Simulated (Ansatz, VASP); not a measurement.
BN: VASP beside Ansatz

```
B N
1.0
     2.50435    0.00000    0.00000
    -1.25217    2.16883    0.00000
     0.00000    0.00000    7.01910
B N
2 2
Direct
  0.33333 0.66667 0.25000
  0.66667 0.33333 0.75000
  0.37361 0.55663 0.75000
  0.66667 0.33333 0.25000
```

Alike in both runs: task single point; functional PBEsol; k mesh 12 × 12 × 4; occupations gaussian, width 0.05 eV; no spin polarisation.

|  | VASP | Ansatz |
| --- | --- | --- |
| version | VASP 6.6.1 | Ansatz 0.2.0 |
| potentials or method | VASP PAW PBE potentials, release 64 (B, N), cutoff 520 eV | scalar-relativistic, plane waves, PAW |
| valence electrons in the cell | 16 | 16 |

|  | VASP | Ansatz | Ansatz less VASP |
| --- | --- | --- | --- |
| gap on the k mesh at the Fermi level (eV) | 2.22 | 2.24 | +0.023 |
| least direct gap on the mesh (eV) | 3.20 | 3.21 | +0.015 |
| rms of the force components (eV/Å) | 10.214 | 10.062 | -0.1521 |

VASP's potentials were made for PBE, not for PBEsol. Atom by atom the forces differ by 0.153 eV/Å (rms over components).
